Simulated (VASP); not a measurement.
# Cs4Au (Im-3m) in VASP: further runs, part 3 of 3

VASP 6.6.1. Earlier steps stand in the parts before.

### 6 Single point, PBE (80.44 Å³/atom)

This run uses another cell than the first one, of 80.44 Å³/atom.

INCAR

```
SYSTEM = Cs4Au
  PREC = Accurate
  ENCUT = 520
  EDIFF = 1E-6
  ISMEAR = 0
  SIGMA = 0.1
  LREAL = .FALSE.
  LASPH = .TRUE.
  NELM = 80
  ALGO = Fast
  ISIF = 2
  LWAVE = .FALSE.
  LCHARG = .TRUE.
  GGA = PE
  LELF = .TRUE.
  LVHAR = .TRUE.
  NBANDS = 32
```

KPOINTS

```
regular mesh
0
G
  6 6 6
  0 0 0
```

POSCAR

```
Cs4Au
1.0
   -4.6501328354      4.6501328354      4.6501328354
    4.6501328354     -4.6501328354      4.6501328354
    4.6501328354      4.6501328354     -4.6501328354
Cs Au
4 1
Direct
    0.0000000000      0.0000000000      0.5000000000
    0.5000000000      0.0000000000      0.0000000000
    0.0000000000      0.5000000000      0.0000000000
    0.5000000000      0.5000000000      0.5000000000
    0.0000000000      0.0000000000      0.0000000000
```

Potentials or basis: VASP PAW PBE potentials, release 64 (Cs_sv, Au).

Command:

```console
cat potpaw_PBE.64/Cs_sv/POTCAR potpaw_PBE.64/Au/POTCAR > POTCAR
mpirun -np 1 vasp_std > vasp.out
```

OUTCAR:

```text
SYSTEM = Cs4Au
   PREC = Accurate
   ENCUT = 520
   EDIFF = 1E-6
   ISMEAR = 0
   LREAL = .FALSE.
   LASPH = .TRUE.
   NELM = 80
   ISIF = 2
   GGA = PE

 ion  position               nearest neighbor table
   1  0.000  0.000  0.500-
   2  0.500  0.000  0.000-
   3  0.000  0.500  0.000-
   4  0.500  0.500  0.500-
   5  0.000  0.000  0.000-

  LATTYP: Found a body centered cubic cell.
 ALAT       =     9.3002656708

  Lattice vectors:

 A1 = (  -4.6501328354,   4.6501328354,   4.6501328354)
 A2 = (   4.6501328354,  -4.6501328354,   4.6501328354)
 A3 = (   4.6501328354,   4.6501328354,  -4.6501328354)

Analysis of symmetry for initial positions (statically):
=====================================================================
 Subroutine PRICEL returns:
 Original cell was already a primitive cell.

 Routine SETGRP: Setting up the symmetry group for a
 body centered cubic supercell.

 Subroutine GETGRP returns: Found 48 space group operations
[... 159 lines left out ...]
  free energy    TOTEN  =        -7.02289082 eV

  energy without entropy =       -6.99752754  energy(sigma->0) =       -7.01020918

 E-fermi :   1.1792     XC(G=0):  -6.1409

 val. band max:        1.1725899843   @ k =   0.5000   0.5000   0.1667
 cond. band min:       1.2599257018   @ k =  -0.3333   0.3333   0.3333
 fundamental gap:      0.0873357174
 Fermi energy:         1.1791622830

 k-point     1 :       0.0000    0.0000    0.0000
  band No.  band energies     occupation
      1     -22.6242      2.00000
      2     -22.5902      2.00000
      3     -22.5902      2.00000
      4     -22.5902      2.00000
      5      -9.6007      2.00000
      6      -9.6007      2.00000
[... 549 lines left out ...]
     31       3.1429      0.00000
     32       3.1429      0.00000

------------------------ aborting loop because EDIFF is reached ----------------------------------------

  FORCE on cell =-STRESS in cart. coord.  units (eV):
  Direction    XX          YY          ZZ          XY          YZ          ZX
  --------------------------------------------------------------------------------------
  -------------------------------------------------------------------------------------
  Total       -0.2609058     -0.2609058     -0.2609058     -0.0000000     -0.0000000     -0.0000000
  in kB       -1.0392935     -1.0392935     -1.0392935     -0.0000000     -0.0000000     -0.0000000
  external PRESSURE =      -1.0392935 kB  Pullay stress =       0.0000000 kB

 VOLUME and BASIS-vectors are now :
 -----------------------------------------------------------------------------
  energy-cutoff  :      520.00
  volume of cell :      402.21
      direct lattice vectors                 reciprocal lattice vectors
    -4.650132835  4.650132835  4.650132835     0.000000000  0.107523810  0.107523810
     4.650132835 -4.650132835  4.650132835     0.107523810  0.000000000  0.107523810
     4.650132835  4.650132835 -4.650132835     0.107523810  0.107523810  0.000000000

 POSITION                                       TOTAL-FORCE (eV/Angst)
 -----------------------------------------------------------------------------------
      2.32507      2.32507     -2.32507         0.000000      0.000000      0.000000
     -2.32507      2.32507      2.32507        -0.000000      0.000000      0.000000
      2.32507     -2.32507      2.32507         0.000000     -0.000000     -0.000000
      2.32507      2.32507      2.32507        -0.000000      0.000000     -0.000000
      0.00000      0.00000      0.00000         0.000000      0.000000      0.000000
 -----------------------------------------------------------------------------------
    total drift:                               -0.000000     -0.000000      0.000000

  FREE ENERGIE OF THE ION-ELECTRON SYSTEM (eV)
  ---------------------------------------------------
  free  energy   TOTEN  =        -7.0228908192 eV

  energy  without entropy=       -6.9975275446  energy(sigma->0) =       -7.01020918
```

stdout:

```text
POSCAR found type information on POSCAR CsAu
 POSCAR found :  2 types and       5 ions
 scaLAPACK will be used
 LDA part: xc-table for (Slater+PW92), standard interpolation
 POSCAR, INCAR and KPOINTS ok, starting setup
 FFT: planning ... GRIDC
 FFT: planning ... GRID_SOFT
 FFT: planning ... GRID
 WAVECAR not read
 entering main loop
```

It took 7.1 min on 1 thread of Oxide Virtual Turin-like, shared host; peak memory 0.54 GiB.

What came out:

```yaml
Free_energy: -7.0229 eV
Pressure: -0.1 GPa
Band_gap_on_the_k_mesh: zero (an odd number of electrons rules out a gap without spin polarisation)
```

Caveat: spin-orbit coupling is left out, which moves the levels of the heavy elements.

### 7 Single point, PBE (82.79 Å³/atom)

This run uses another cell than the first one, of 82.79 Å³/atom.

INCAR

```
SYSTEM = Cs4Au
PREC = Accurate
ENCUT = 520
EDIFF = 1E-6
ISMEAR = 0
SIGMA = 0.1
LREAL = .False.
LASPH = .True.
NELM = 100
ALGO = Fast
ISIF = 2
LWAVE = .False.
LCHARG = .False.
GGA = PE
NBANDS = 32
```

KPOINTS

```
regular mesh
0
Gamma
  6 6 6
  0 0 0
```

Edit POSCAR of step 6 so:

```diff
@@ -2,5 +2,5 @@
 1.0
-   -4.6501328354      4.6501328354      4.6501328354
-    4.6501328354     -4.6501328354      4.6501328354
-    4.6501328354      4.6501328354     -4.6501328354
+   -4.6948483942      4.6948483942      4.6948483942
+    4.6948483942     -4.6948483942      4.6948483942
+    4.6948483942      4.6948483942     -4.6948483942
 Cs Au
```

Command:

```console
cat potpaw_PBE.64/Cs_sv/POTCAR potpaw_PBE.64/Au/POTCAR > POTCAR
mpirun -np 1 vasp_std > vasp.out
```

Run time: 6 min. Hardware: 1 thread of Oxide Virtual Turin-like, shared host; peak memory 0.56 GiB.

The run converged. Its results:

```
Free energy            : -7.0130 eV
Pressure               : -0.2 GPa
Band gap on the k mesh : zero (an odd number of electrons rules out a gap without spin polarisation)
```

Levels at points of the mesh, in eV from the Fermi level:
```tsv
k point	band 20	band 21	band 22	band 23	band 24	band 25	band 26	band 27
(0.00, 0.00, 0.00)	-3.36	-3.36	-3.32	-1.02	0.32	0.32	1.59	1.59
(0.50, 0.00, 0.00)	-3.34	-3.33	-2.93	-0.66	-0.01	0.50	0.76	1.16
(0.50, 0.50, 0.50)	-3.33	-3.33	-2.62	-0.24	-0.24	-0.24	0.67	0.67
```

Caveat: spin-orbit coupling is left out, which moves the levels of the heavy elements.

### 8 Summary

| cell | further INCAR settings | gap on the mesh (eV) | pressure (GPa) |
| --- | --- | --- | --- |
| a = 7.728 Å, angles 109.5°, 5 atoms | ALGO = Fast; EDIFF = 1e-07; NBANDS = 32 | none | 0.4 |
| a = 7.812 Å, angles 109.5°, 5 atoms | ALGO = Fast; EDIFF = 1e-07; NBANDS = 32 | none | 0.3 |
| a = 7.895 Å, angles 109.5°, 5 atoms | ALGO = Fast; EDIFF = 1e-06; NBANDS = 32 | none | 0.1 |
| a = 7.975 Å, angles 109.5°, 5 atoms | ALGO = Fast; EDIFF = 1e-07; NBANDS = 32 | none | 0.0 |
| a = 8.054 Å, angles 109.5°, 5 atoms | ALGO = Fast; EDIFF = 1e-06; NBANDS = 32 | none | -0.1 |
| a = 8.132 Å, angles 109.5°, 5 atoms | ALGO = Fast; EDIFF = 1e-06; NBANDS = 32 | none | -0.2 |

Alike in all rows: task single point; level PBE; potentials or basis VASP PAW PBE potentials, release 64 (Cs_sv, Au); no spin polarisation; k mesh 6 × 6 × 6; cutoff (eV) 520; smearing gaussian 0.1 eV.

Caveats: spin-orbit coupling is left out, which moves the levels of the heavy elements.

Total energies depend on the potentials used, so only differences within one code and one set of settings carry meaning.

The gap in the log of VASP goes by the Fermi energy; the results here count the filled bands.